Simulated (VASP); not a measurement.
# TiNi in VASP: notebook, part 3 of 3

VASP 6.6.1. The steps go on from the part before.

## Step 4: Single point, PBEsol (biaxial strain in the a-b plane: -1.5 %)

Input file INCAR:

```
SYSTEM = TiNi
ALGO = Fast
EDIFF = 1E-6
ENCUT = 520
GGA = PS
ISIF = 2
ISMEAR = 0
LASPH = .TRUE.
LCHARG = .FALSE.
LREAL = .FALSE.
LWAVE = .FALSE.
NBANDS = 18
NELM = 80
PREC = Accurate
SIGMA = 0.1
```

Input file KPOINTS:

```
k-points
0
G
  18 18 18
  0 0 0
```

Input file POSCAR:

```
TiNi
1.0
    2.9263079642      0.0000000000      0.0000000000
    0.0000000000      2.9263079642      0.0000000000
    0.0000000000      0.0000000000      2.9976088689
Ti Ni
1 1
Direct
    0.5000000000      0.5000000000      0.5000000000
    0.0000000000      0.0000000000      0.0000000000
```

Potentials or basis: VASP PAW PBE potentials, release 64 (Ti_sv, Ni).

On the command line:

```console
$ cat potpaw_PBE.64/Ti_sv/POTCAR potpaw_PBE.64/Ni/POTCAR > POTCAR
$ mpirun -np 1 vasp_std > vasp.out
```

OUTCAR:

```text
SYSTEM = TiNi
   EDIFF = 1E-6
   ENCUT = 520
   GGA = PS
   ISIF = 2
   ISMEAR = 0
   LASPH = .TRUE.
   LREAL = .FALSE.
   NELM = 80
   PREC = Accurate

 ion  position               nearest neighbor table
   1  0.500  0.500  0.500-   2 2.56   2 2.56   2 2.56   2 2.56   2 2.56   2 2.56   2 2.56   2 2.56

   2  0.000  0.000  0.000-   1 2.56   1 2.56   1 2.56   1 2.56   1 2.56   1 2.56   1 2.56   1 2.56

  LATTYP: Found a simple tetragonal cell.
 ALAT       =     2.9263079642
 C/A-ratio  =     1.0243654822

  Lattice vectors:

 A1 = (   2.9263079642,   0.0000000000,   0.0000000000)
 A2 = (   0.0000000000,   2.9263079642,   0.0000000000)
 A3 = (   0.0000000000,   0.0000000000,   2.9976088689)

Analysis of symmetry for initial positions (statically):
=====================================================================
 Subroutine PRICEL returns:
 Original cell was already a primitive cell.

 Routine SETGRP: Setting up the symmetry group for a
 simple tetragonal supercell.

 Subroutine GETGRP returns: Found 16 space group operations
 (whereof 16 operations were pure point group operations)
 out of a pool of 16 trial point group operations.

The static configuration has the point symmetry D_4h.

Analysis of symmetry for dynamics (positions and initial velocities):
=====================================================================
 Subroutine PRICEL returns:
 Original cell was already a primitive cell.

 Routine SETGRP: Setting up the symmetry group for a
 simple tetragonal supercell.

 Subroutine GETGRP returns: Found 16 space group operations
 (whereof 16 operations were pure point group operations)
 out of a pool of 16 trial point group operations.

The dynamic configuration has the point symmetry D_4h.

 Subroutine INISYM returns: Found 16 space group operations
 (whereof 16 operations are pure point group operations),
 and found     1 'primitive' translations

----------------------------------------------------------------------------------------

                                     Primitive cell

  volume of cell :      25.6694

  direct lattice vectors                    reciprocal lattice vectors
     2.926307964  0.000000000  0.000000000     0.341727533  0.000000000  0.000000000
     0.000000000  2.926307964  0.000000000     0.000000000  0.341727533  0.000000000
     0.000000000  0.000000000  2.997608869     0.000000000  0.000000000  0.333599226

  length of vectors
     2.926307964  2.926307964  2.997608869     0.341727533  0.341727533  0.333599226

  position of ions in fractional coordinates (direct lattice)
     0.500000000  0.500000000  0.500000000
     0.000000000  0.000000000  0.000000000

  ion indices of the primitive-cell ions
   primitive index   ion index
                 1           1
                 2           2

----------------------------------------------------------------------------------------

 KPOINTS: k-points

Automatic generation of k-mesh.
 Grid dimensions read from file:
 generate k-points for:   18   18   18

 Generating k-lattice:

  Cartesian coordinates                     Fractional coordinates (reciprocal lattice)
     0.018984863  0.000000000  0.000000000     0.055555556  0.000000000  0.000000000
     0.000000000  0.018984863  0.000000000     0.000000000  0.055555556  0.000000000
     0.000000000  0.000000000  0.018533290     0.000000000  0.000000000  0.055555556

  Length of vectors
     0.018984863  0.018984863  0.018533290

  Shift w.r.t. Gamma in fractional coordinates (k-lattice)
     0.000000000  0.000000000  0.000000000

 Subroutine IBZKPT returns following result:
 ===========================================

 Found    550 irreducible k-points:

 Following reciprocal coordinates:
            Coordinates               Weight
  0.000000  0.000000  0.000000      1.000000
  0.055556  0.000000  0.000000      4.000000
  0.111111  0.000000  0.000000      4.000000
  0.166667  0.000000  0.000000      4.000000
  0.222222  0.000000  0.000000      4.000000
  0.277778  0.000000  0.000000      4.000000
[... 16 lines left out ...]
  0.277778  0.111111  0.000000      8.000000
  0.333333  0.111111  0.000000      8.000000
 [... further k-points ...]
   k-points           NKPTS =    550   k-points in BZ     NKDIM =    550   number of bands    NBANDS=     18
   number of dos      NEDOS =    301   number of ions     NIONS =      2
   total plane-waves  NPLWV =  13824
   dimension x,y,z NGX =    24 NGY =   24 NGZ =   24
   dimension x,y,z NGXF=    48 NGYF=   48 NGZF=   48
   ions per type =               1   1
   NGX,Y,Z   is equivalent  to a cutoff of  13.63, 13.63, 13.31 a.u.
   NGXF,Y,Z  is equivalent  to a cutoff of  27.27, 27.27, 26.62 a.u.
 SYSTEM =  TiNi
   PREC   = accura    normal or accurate (medium, high low for compatibility)
   ISTART =      0    job   : 0-new  1-cont  2-samecut
   ICHARG =      2    charge: 1-file 2-atom 10-const
   ISPIN  =      1    spin polarized calculation?
   LNONCOLLINEAR =      F non collinear calculations
   LSORBIT =      F    spin-orbit coupling
   LASPH  =      T    aspherical Exc in radial PAW
   ENCUT  =  520.0 eV  38.22 Ry    6.18 a.u.   5.44  5.44  5.57*2*pi/ulx,y,z
   NELM   =     80;   NELMIN=  2; NELMDL= -5     # of ELM steps
   EDIFF  = 0.1E-05   stopping-criterion for ELM
   LREAL  =      F    real-space projection
   EDIFFG = 0.1E-04   stopping-criterion for IOM
   NSW    =      0    number of steps for IOM
   IBRION =     -1    ionic relax: 0-MD 1-quasi-New 2-CG
   NFREE  =      0    steps in history (QN), initial steepest desc. (CG)
   ISIF   =      2    stress and relaxation
   ISYM   =      2    0-nonsym 1-usesym 2-fastsym
   POTIM  = 0.5000    time-step for ionic-motion
   TEBEG  =    0.0;   TEEND  =   0.0 temperature during run
   PSTRESS=    0.0 pullay stress
   NELECT =      22.0000    total number of electrons
   NUPDOWN=      -1.0000    fix difference up-down
   EMIN   =  10.00;   EMAX   =-10.00  energy-range for DOS
   EFERMI =   0.00;   METHOD = LEGACY
   ISMEAR =     0;   SIGMA  =   0.10  broadening in eV -4-tet -1-fermi 0-gaus
   EFERMI_NEDOS =   21; number of points for ismear=-14 and -15
   IALGO  =     68    algorithm
   IMIX   =      4    mixing-type and parameters
     AMIX     =   0.40;   BMIX     =  1.00
     AMIX_MAG =   1.60;   BMIX_MAG =  1.00
  volume/ion in A,a.u.               =      12.83        86.61
  Fermi-wavevector in a.u.,A,eV,Ry     =   1.555049  2.938616 32.901297  2.418177
  Thomas-Fermi vector in A             =   2.659046
   LORBIT       =      0    0 simple, 1 ext, 2 COOP (PROOUT), +10 PAW based schemes
   GGA     = PS    functional components
   LHFCALC =     F    Hartree Fock is set to
   AEXX    =    0.0000 exact exchange contribution
   IVDW    =     0    specifies the selected vdW correction
   LEPSILON=     F    determine dielectric tensor
   LRPA    =     F    only Hartree local field effects (RPA)
 non-spin polarized calculation
 RMM-DIIS sequential band-by-band and
 Gauss-broadening in eV      SIGMA  =   0.10
  energy-cutoff  :      520.00
  volume of cell :       25.67
 maximum number of plane-waves:       717
 NGX is ok and might be reduce to    24
   NGX = 11   NGY = 11   NGZ = 11

 number of electron      21.9999998 magnetization

 Free energy of the ion-electron system (eV)
  ---------------------------------------------------
  ext. energy  EPLUGINS =         0.00000000
  ---------------------------------------------------
  free energy    TOTEN  =       -15.20446324 eV

  energy without entropy =      -15.19142056  energy(sigma->0) =      -15.19794190

 E-fermi :   9.9750     XC(G=0): -12.8737

 val. band max:        9.9740387664   @ k =   0.4444   0.2222   0.2778
 cond. band min:       9.9765755490   @ k =   0.3889   0.1667   0.0556
 fundamental gap:      0.0025367826
 Fermi energy:         9.9750445259

 k-point     1 :       0.0000    0.0000    0.0000
  band No.  band energies     occupation
      1     -46.8945      2.00000
      2     -23.1031      2.00000
      3     -23.0620      2.00000
      4     -23.0620      2.00000
      5       1.9632      2.00000
      6       5.8322      2.00000
[... 10 lines left out ...]
     17      19.1850      0.00000
     18      19.1850      0.00000

 k-point     2 :       0.0556    0.0000    0.0000
  band No.  band energies     occupation
      1     -46.8933      2.00000
      2     -23.1022      2.00000
      3     -23.0735      2.00000
      4     -23.0612      2.00000
      5       2.0272      2.00000
      6       5.8597      2.00000
[... 10 lines left out ...]
     17      18.8571      0.00000
     18      19.3339      0.00000
[... 442 lines left out ...]
 k-point    24 :       0.3333    0.1111    0.0000
  band No.  band energies     occupation
      1     -46.8591      2.00000
      2     -23.3348      2.00000
      3     -23.0818      2.00000
      4     -23.0771      2.00000
      5       4.2177      2.00000
      6       6.4939      2.00000
[... 10 lines left out ...]
     17      21.3479      0.00000
     18      22.6706      0.00000

 [... further k-points ...]
[... 5 lines left out ...]
  --------------------------------------------------------------------------------------
  -------------------------------------------------------------------------------------
  Total        0.5935056      0.5935056      0.5179367      0.0000000      0.0000000      0.0000000
  in kB       37.0442153     37.0442153     32.3275117      0.0000000      0.0000000      0.0000000
  external PRESSURE =      35.4719807 kB  Pullay stress =       0.0000000 kB

 VOLUME and BASIS-vectors are now :
 -----------------------------------------------------------------------------
  energy-cutoff  :      520.00
  volume of cell :       25.67
      direct lattice vectors                 reciprocal lattice vectors
     2.926307964  0.000000000  0.000000000     0.341727533  0.000000000  0.000000000
     0.000000000  2.926307964  0.000000000     0.000000000  0.341727533  0.000000000
     0.000000000  0.000000000  2.997608869     0.000000000  0.000000000  0.333599226

 POSITION                                       TOTAL-FORCE (eV/Angst)
 -----------------------------------------------------------------------------------
      1.46315      1.46315      1.49880         0.000000      0.000000      0.000000
      0.00000      0.00000      0.00000         0.000000      0.000000      0.000000
 -----------------------------------------------------------------------------------
    total drift:                                0.000000      0.000000     -0.000000

  FREE ENERGIE OF THE ION-ELECTRON SYSTEM (eV)
  ---------------------------------------------------
  free  energy   TOTEN  =       -15.2044632437 eV

  energy  without entropy=      -15.1914205597  energy(sigma->0) =      -15.19794190
```

Run time: 6.2 min. Hardware: 1 thread of Intel Xeon 8259CL, shared host; peak memory 0.37 GiB.

Results:

| Property | Result |
| --- | --- |
| Free energy | -15.2045 eV |
| Pressure | 3.5 GPa |
| Band gap on the k mesh | zero (bands 11 and 12 overlap by 1.95 eV) |

Stress tensor (GPa, compression positive):
```
3.70 0.00 0.00
0.00 3.70 0.00
0.00 0.00 3.23
```

Caveat: the cell differs from its parent crystal (biaxial strain in the a-b plane: -1.5 %); the cell stands under pressure; the PAW data sets were made with another functional, which shifts forces and pressure a little.

## Step 5: Single point, PBEsol (biaxial strain in the a-b plane: -3.0 %, then relaxed in part)

Input file INCAR:

```
PREC = Accurate
ENCUT = 520
EDIFF = 1E-6
ISMEAR = 0
SIGMA = 0.1
LREAL = F
LASPH = T
NELM = 80
ALGO = Fast
ISIF = 2
LWAVE = F
LCHARG = F
GGA = PS
NBANDS = 18
```

Input file KPOINTS:

```
regular mesh
0
Gamma
  18 18 18
```

Input file POSCAR:

```
TiNi
1.0
    2.8817448988      0.0000000000      0.0000000000
    0.0000000000      2.8817448988      0.0000000000
    0.0000000000      0.0000000000      3.1259424360
Ti Ni
1 1
Direct
    0.5000000000      0.5000000000      0.5000000000
    0.0000000000      0.0000000000      0.0000000000
```

On the command line:

```console
$ cat potpaw_PBE.64/Ti_sv/POTCAR potpaw_PBE.64/Ni/POTCAR > POTCAR
$ mpirun -np 1 vasp_std > vasp.out
```

Run time: 8.4 min. Hardware: 1 thread of Intel Xeon 8259CL, shared host; peak memory 0.37 GiB.

It converged, with:

| Property | Result |
| --- | --- |
| Free energy | -15.2008 eV |
| Pressure | 1.3 GPa |
| Band gap on the k mesh | zero (bands 11 and 12 overlap by 2.14 eV) |

Stress tensor (GPa, compression positive):
```
 1.97  0.00  0.00
 0.00  1.97  0.00
 0.00  0.00 -0.16
```

Levels at points of the mesh, in eV from the Fermi level:
```
           k point  band 7  band 8  band 9  band 10  band 11  band 12  band 13  band 14  band 15  band 16
(0.00, 0.00, 0.00)   -3.94   -2.13   -2.13    -1.84     0.22     0.65     2.72     2.72     2.85     7.14
(0.50, 0.00, 0.00)   -2.82   -2.32   -2.08    -1.76    -0.68    -0.34     0.13     0.90     2.31     4.37
(0.50, 0.50, 0.00)   -3.14   -3.14   -1.19    -0.45     0.97     0.97     1.43     2.31     2.31     3.50
(0.00, 0.00, 0.50)   -2.92   -2.05   -2.05    -1.62    -1.03    -0.96     1.02     1.02     2.56     3.26
(0.50, 0.00, 0.50)   -2.67   -2.66   -1.48    -0.77     0.24     0.48     0.71     2.35     2.58     3.10
(0.50, 0.50, 0.50)   -2.84   -2.42   -2.10    -2.10    -1.40    -1.18     3.07     3.54     6.48     8.23
```

Caveat: the cell differs from its parent crystal (biaxial strain in the a-b plane: -3.0 %, then relaxed in part); the PAW data sets were made with another functional, which shifts forces and pressure a little. Spin polarisation is off, so any magnetic state and its effect on volume and gap are missing.

## Step 6: The runs side by side

| cell | gap on the mesh (eV) | pressure (GPa) |
| --- | --- | --- |
| a = 2.971 Å, 2 atoms | none | -0.3 |
| a = 2.882, b = 2.882, c = 3.024 Å, 2 atoms | none | 7.8 |
| a = 2.926, b = 2.926, c = 2.998 Å, 2 atoms | none | 3.5 |
| a = 2.882, b = 2.882, c = 3.126 Å, 2 atoms | none | 1.3 |

Alike in all rows: task single point; level PBEsol; potentials or basis VASP PAW PBE potentials, release 64 (Ti_sv, Ni); no spin polarisation; k mesh 18 × 18 × 18; cutoff (eV) 520; smearing gaussian 0.1 eV.

Caveats: the PAW data sets were made with another functional, which shifts forces and pressure a little; the cell stands under pressure (at least some runs).

Absolute energies hang on the potentials; compare differences alone.
